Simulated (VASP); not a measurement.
# Cu3Pt in VASP: notebook

Runs on Cu3Pt. Level: LDA. Tasks: electric field gradients.

All numbers are computed with VASP 6.6.1; they aren't measurements. Logs are shortened: lines on timing, memory, paths and dates and some standing lists are left out, and cuts for length are marked.

### Step 1. The cell of the first run

Symmetry: R-3m, No. 166, trigonal system. Conventional cell: a = 5.220 Å, b = 5.220 Å, c = 6.490 Å, α = 90.00°, β = 90.00°, γ = 120.00°. Cu (site symmetry 2/m) has 8 Cu at 2.61 to 2.64 Å and 4 Pt at 2.61 to 2.64 Å within 3.4 Å. Pt (site symmetry -3m) has 12 Cu at 2.61 to 2.64 Å within 3.4 Å.

### Step 2. Electric field gradients, LDA (equal xy, yz and zx shear strains of +1 %)

Contents of INCAR:

```
SYSTEM = Cu3Pt
PREC     = Accurate       ! precision mode
ENCUT    = 520            ! plane-wave cutoff, eV
EDIFF    = 1E-8           ! SCF threshold, eV
ISMEAR   = -1             ! smearing method
SIGMA    = 0.05           ! smearing width, eV
LREAL    = .FALSE.        ! projectors in reciprocal space
LASPH    = .TRUE.         ! aspherical terms in the spheres
NELM     = 80             ! most SCF steps
ALGO     = Normal         ! electronic algorithm
ISIF     = 2              ! what is computed and relaxed
LWAVE    = .FALSE.        ! write WAVECAR
LCHARG   = .FALSE.        ! write CHGCAR
GGA      = CA             ! functional
LEFG     = .TRUE.       
NBANDS   = 30             ! bands
```

Contents of KPOINTS:

```
regular mesh
0
G
  9 9 9
  0 0 0
```

Contents of POSCAR:

```
Cu3Pt
1.0
    3.7100000000      0.0185500000      0.0185500000
    0.0185500000      3.7100000000      0.0185500000
    0.0185500000      0.0185500000      3.7100000000
Cu Pt
3 1
Direct
    0.0000000000      0.5000000000      0.5000000000
    0.5000000000      0.0000000000      0.5000000000
    0.5000000000      0.5000000000      0.0000000000
    0.0000000000      0.0000000000      0.0000000000
```

Potentials or basis: VASP PAW LDA potentials, release 64 (Cu, Pt).

Started as:

```bash
$ cat potpaw_LDA.64/Cu/POTCAR potpaw_LDA.64/Pt/POTCAR > POTCAR
$ mpirun -np 1 vasp_std > vasp.out
```

OUTCAR:

```text
SYSTEM = Cu3Pt
   PREC = Accurate
   ENCUT = 520
   EDIFF = 1E-8
   ISMEAR = -1
   LREAL = .FALSE.
   LASPH = .TRUE.
   NELM = 80
   ISIF = 2
   GGA = CA

 ion  position               nearest neighbor table
   1  0.000  0.500  0.500-   3 2.61   4 2.61   2 2.61   4 2.61   2 2.61   3 2.61   2 2.64   4 2.64
                             3 2.64   4 2.64   3 2.64   2 2.64
   2  0.500  0.000  0.500-   3 2.61   4 2.61   1 2.61   3 2.61   1 2.61   4 2.61   1 2.64   3 2.64
                             3 2.64   4 2.64   4 2.64   1 2.64
   3  0.500  0.500  0.000-   1 2.61   2 2.61   2 2.61   4 2.61   1 2.61   4 2.61   1 2.64   2 2.64
                             2 2.64   4 2.64   1 2.64   4 2.64
   4  0.000  0.000  0.000-   1 2.61   2 2.61   1 2.61   3 2.61   2 2.61   3 2.61   1 2.64   1 2.64
                             2 2.64   3 2.64   2 2.64   3 2.64

  LATTYP: Found a trigonal (rhomboedric) cell.
 ALAT       =     3.7100927488
 COS(alpha) =     0.0100244988

  Lattice vectors:

 A1 = (   3.7100000000,   0.0185500000,   0.0185500000)
 A2 = (   0.0185500000,   3.7100000000,   0.0185500000)
 A3 = (   0.0185500000,   0.0185500000,   3.7100000000)

Analysis of symmetry for initial positions (statically):
=====================================================================
 Subroutine PRICEL returns:
 Original cell was already a primitive cell.

 Routine SETGRP: Setting up the symmetry group for a
 trigonal (rhombohedral) supercell.

 Subroutine GETGRP returns: Found 12 space group operations
 (whereof 12 operations were pure point group operations)
 out of a pool of 12 trial point group operations.

The static configuration has the point symmetry D_3d.

Analysis of symmetry for dynamics (positions and initial velocities):
=====================================================================
 Subroutine PRICEL returns:
 Original cell was already a primitive cell.

 Routine SETGRP: Setting up the symmetry group for a
 trigonal (rhombohedral) supercell.

 Subroutine GETGRP returns: Found 12 space group operations
 (whereof 12 operations were pure point group operations)
 out of a pool of 12 trial point group operations.

The dynamic configuration has the point symmetry D_3d.

 Subroutine INISYM returns: Found 12 space group operations
[... 145 lines left out ...]

  energy without entropy =      -22.01991851  energy(sigma->0) =      -22.02683107

 E-fermi :   7.9703     XC(G=0): -13.2006

 val. band max:        7.9217848085   @ k =  -0.4444   0.4444   0.1111
 cond. band min:       7.9814123775   @ k =  -0.4444   0.4444   0.2222
 fundamental gap:      0.0596275690
 Fermi energy:         7.9703253430

 k-point     1 :       0.0000    0.0000    0.0000
  band No.  band energies     occupation
      1      -1.2106      2.00000
      2       2.5638      2.00000
      3       2.5638      2.00000
      4       3.3988      2.00000
      5       3.3988      2.00000
      6       3.4076      2.00000
[... 781 lines left out ...]
     29      19.6398      0.00000
     30      19.6899      0.00000

 [... further k-points ...]

------------------------ aborting loop because EDIFF is reached ----------------------------------------

  FORCE on cell =-STRESS in cart. coord.  units (eV):
  Direction    XX          YY          ZZ          XY          YZ          ZX
  --------------------------------------------------------------------------------------
  -------------------------------------------------------------------------------------
  Total       -3.5847679     -3.5847679     -3.5847679     -0.2263401     -0.2263401     -0.2263401
  in kB     -112.4818278   -112.4818278   -112.4818278     -7.1020366     -7.1020366     -7.1020366
  external PRESSURE =    -112.4818278 kB  Pullay stress =       0.0000000 kB

 VOLUME and BASIS-vectors are now :
 -----------------------------------------------------------------------------
  energy-cutoff  :      520.00
  volume of cell :       51.06
      direct lattice vectors                 reciprocal lattice vectors
     3.710000000  0.018550000  0.018550000     0.269555190 -0.001341071 -0.001341071
     0.018550000  3.710000000  0.018550000    -0.001341071  0.269555190 -0.001341071
     0.018550000  0.018550000  3.710000000    -0.001341071 -0.001341071  0.269555190

 POSITION                                       TOTAL-FORCE (eV/Angst)
 -----------------------------------------------------------------------------------
      0.01855      1.86427      1.86427        -0.000000      0.000000      0.000000
      1.86427      0.01855      1.86427         0.000000     -0.000000     -0.000000
      1.86427      1.86427      0.01855         0.000000     -0.000000      0.000000
      0.00000      0.00000      0.00000        -0.000000      0.000000      0.000000
 -----------------------------------------------------------------------------------
    total drift:                                0.000000      0.000000      0.000000

  FREE ENERGIE OF THE ION-ELECTRON SYSTEM (eV)
  ---------------------------------------------------
  free  energy   TOTEN  =       -22.0337436256 eV

  energy  without entropy=      -22.0199185101  energy(sigma->0) =      -22.02683107

 Electric field gradients (V/A^2)
---------------------------------------------------------------------
 ion       V_xx      V_yy      V_zz      V_xy      V_xz      V_yz
---------------------------------------------------------------------
   1      28.276   -14.138   -14.138    -0.605    -0.605     1.525
   2     -14.138    28.276   -14.138    -0.605     1.525    -0.605
   3     -14.138   -14.138    28.276     1.525    -0.605    -0.605
   4      -0.000    -0.000    -0.000     3.328     3.328     3.328
---------------------------------------------------------------------

 Electric field gradients after diagonalization (V/A^2)
 (convention: |V_zz| > |V_xx| > |V_yy|)
----------------------------------------------------------------------
 ion       V_xx      V_yy      V_zz     asymmetry (V_yy - V_xx)/ V_zz
----------------------------------------------------------------------
   1     -15.662   -12.631    28.294       0.107
   2     -15.662   -12.631    28.294       0.107
   3     -15.662   -12.631    28.294       0.107
   4      -3.328    -3.328     6.657       0.000
----------------------------------------------------------------------

           NMR quadrupolar parameters

 Cq : quadrupolar parameter    Cq=e*Q*V_zz/h
 eta: asymmetry parameters     (V_yy - V_xx)/ V_zz
 Q  : nuclear electric quadrupole moment in mb (millibarn)
----------------------------------------------------------------------
 ion       Cq(MHz)       eta       Q (mb)
----------------------------------------------------------------------
   1       0.068       0.107       1.000
   2       0.068       0.107       1.000
   3       0.068       0.107       1.000
   4       0.016       0.000       1.000
----------------------------------------------------------------------
```

It took 94 s on 1 thread of AMD EPYC 7R43 (Zen 3), shared host; peak memory 0.19 GiB.

What came out:

```yaml
Free_energy: -22.0337 eV
Pressure: -11.2 GPa
```

Stress tensor (GPa, compression positive):
```
-11.25  -0.71  -0.71
 -0.71 -11.25  -0.71
 -0.71  -0.71 -11.25
```

Electric field gradients, principal values (V/Å²):
```
atom    least   middle  greatest (by size)
1 Cu  -12.631  -15.662              28.294
2 Cu  -12.631  -15.662              28.294
3 Cu  -12.631  -15.662              28.294
4 Pt   -3.328   -3.328               6.657
```

Caveat: the cell differs from its parent crystal (equal xy, yz and zx shear strains of +1 %); without QUAD_EFG the Cq values of the log hold for a quadrupole moment of 1 mb, not for the nuclei; spin-orbit coupling is left out, which moves the levels of the heavy elements.

### Step 3. Electric field gradients, LDA (equal xy, yz and zx shear strains of +1 %)

Contents of INCAR:

```
SYSTEM = Cu3Pt
PREC = Accurate
ENCUT = 520
EDIFF = 1E-8
ISMEAR = -1
SIGMA = 0.05
LREAL = .FALSE.
LASPH = .TRUE.
NELM = 60
ALGO = Normal
ISIF = 2
LWAVE = .FALSE.
LCHARG = .FALSE.
LEFG = .TRUE.
NBANDS = 30
```

KPOINTS is that of step 2.

POSCAR is that of step 2.

Potentials or basis: VASP PAW LDA potentials, release 64 (Cu, Pt).

Started as:

```bash
$ cat potpaw_LDA.64/Cu/POTCAR potpaw_LDA.64/Pt/POTCAR > POTCAR
$ mpirun -np 1 vasp_std > vasp.out
```

OUTCAR:

```text
SYSTEM = Cu3Pt
   PREC = Accurate
   ENCUT = 520
   EDIFF = 1E-8
   ISMEAR = -1
   LREAL = .FALSE.
   LASPH = .TRUE.
   NELM = 60
   ISIF = 2

 ion  position               nearest neighbor table
   1  0.000  0.500  0.500-   3 2.61   4 2.61   2 2.61   4 2.61   2 2.61   3 2.61   2 2.64   4 2.64
                             3 2.64   4 2.64   3 2.64   2 2.64
   2  0.500  0.000  0.500-   3 2.61   4 2.61   1 2.61   3 2.61   1 2.61   4 2.61   1 2.64   3 2.64
                             3 2.64   4 2.64   4 2.64   1 2.64
   3  0.500  0.500  0.000-   1 2.61   2 2.61   2 2.61   4 2.61   1 2.61   4 2.61   1 2.64   2 2.64
                             2 2.64   4 2.64   1 2.64   4 2.64
   4  0.000  0.000  0.000-   1 2.61   2 2.61   1 2.61   3 2.61   2 2.61   3 2.61   1 2.64   1 2.64
                             2 2.64   3 2.64   2 2.64   3 2.64

  LATTYP: Found a trigonal (rhomboedric) cell.
[... 1025 lines left out ...]
   1      28.276   -14.138   -14.138    -0.605    -0.605     1.525
   2     -14.138    28.276   -14.138    -0.605     1.525    -0.605
   3     -14.138   -14.138    28.276     1.525    -0.605    -0.605
   4      -0.000    -0.000    -0.000     3.328     3.328     3.328
---------------------------------------------------------------------

 Electric field gradients after diagonalization (V/A^2)
 (convention: |V_zz| > |V_xx| > |V_yy|)
----------------------------------------------------------------------
 ion       V_xx      V_yy      V_zz     asymmetry (V_yy - V_xx)/ V_zz
----------------------------------------------------------------------
   1     -15.662   -12.631    28.294       0.107
   2     -15.662   -12.631    28.294       0.107
   3     -15.662   -12.631    28.294       0.107
   4      -3.328    -3.328     6.657       0.000
----------------------------------------------------------------------

           NMR quadrupolar parameters

 Cq : quadrupolar parameter    Cq=e*Q*V_zz/h
 eta: asymmetry parameters     (V_yy - V_xx)/ V_zz
 Q  : nuclear electric quadrupole moment in mb (millibarn)
----------------------------------------------------------------------
 ion       Cq(MHz)       eta       Q (mb)
----------------------------------------------------------------------
   1       0.068       0.107       1.000
   2       0.068       0.107       1.000
   3       0.068       0.107       1.000
   4       0.016       0.000       1.000
----------------------------------------------------------------------
```

OSZICAR:

```text
N       E                     dE             d eps       ncg     rms          rms(c)
DAV:   1     0.345733258137E+03    0.34573E+03   -0.18996E+04  5442   0.231E+03
DAV:   2     0.104656348259E+02   -0.33527E+03   -0.31669E+03  5154   0.406E+02
DAV:   3    -0.244127428959E+02   -0.34878E+02   -0.32771E+02  5714   0.161E+02
DAV:   4    -0.254173182993E+02   -0.10046E+01   -0.10011E+01  7078   0.344E+01
DAV:   5    -0.254337906025E+02   -0.16472E-01   -0.16470E-01  7746   0.335E+00    0.183E+01
DAV:   6    -0.252972449361E+02    0.13655E+00   -0.34165E+01  5712   0.160E+02    0.122E+01
DAV:   7    -0.221149547475E+02    0.31823E+01   -0.14889E+01  6650   0.933E+01    0.347E+00
DAV:   8    -0.220577720466E+02    0.57183E-01   -0.60718E-01  7164   0.714E+00    0.185E+00
DAV:   9    -0.220367389607E+02    0.21033E-01   -0.52133E-02  7510   0.239E+00    0.465E-01
DAV:  10    -0.220340887135E+02    0.26502E-02   -0.99080E-03  7130   0.113E+00    0.180E-01
DAV:  11    -0.220338031628E+02    0.28555E-03   -0.11958E-03  7292   0.937E-01    0.818E-02
DAV:  12    -0.220337478715E+02    0.55291E-04   -0.50852E-04  7220   0.277E-01    0.200E-02
DAV:  13    -0.220337456660E+02    0.22056E-05   -0.76279E-06  8076   0.408E-02    0.118E-02
DAV:  14    -0.220337436122E+02    0.20538E-05   -0.65198E-06  6834   0.226E-02    0.142E-03
DAV:  15    -0.220337436282E+02   -0.15992E-07   -0.31612E-07  6794   0.820E-03    0.114E-03
DAV:  16    -0.220337436256E+02    0.26193E-08   -0.12525E-08  4004   0.162E-03
   1 F= -.22033744E+02 E0= -.22026831E+02  d E =-.138251E-01
```

It took 1.7 min on 1 thread of AMD EPYC 7R43 (Zen 3), shared host; peak memory 0.19 GiB.

What came out:

```yaml
Free_energy: -22.0337 eV
Pressure: -11.2 GPa
```

Stress tensor (GPa, compression positive):
```
-11.25  -0.71  -0.71
 -0.71 -11.25  -0.71
 -0.71  -0.71 -11.25
```

Electric field gradients, principal values (V/Å²):
```tsv
atom	least	middle	greatest (by size)
1 Cu	-12.631	-15.662	28.294
2 Cu	-12.631	-15.662	28.294
3 Cu	-12.631	-15.662	28.294
4 Pt	-3.328	-3.328	6.657
```

Caveat: the cell differs from its parent crystal (equal xy, yz and zx shear strains of +1 %); without QUAD_EFG the Cq values of the log hold for a quadrupole moment of 1 mb, not for the nuclei; spin-orbit coupling is left out, which moves the levels of the heavy elements.

(Part 1 of 2 ends here.)
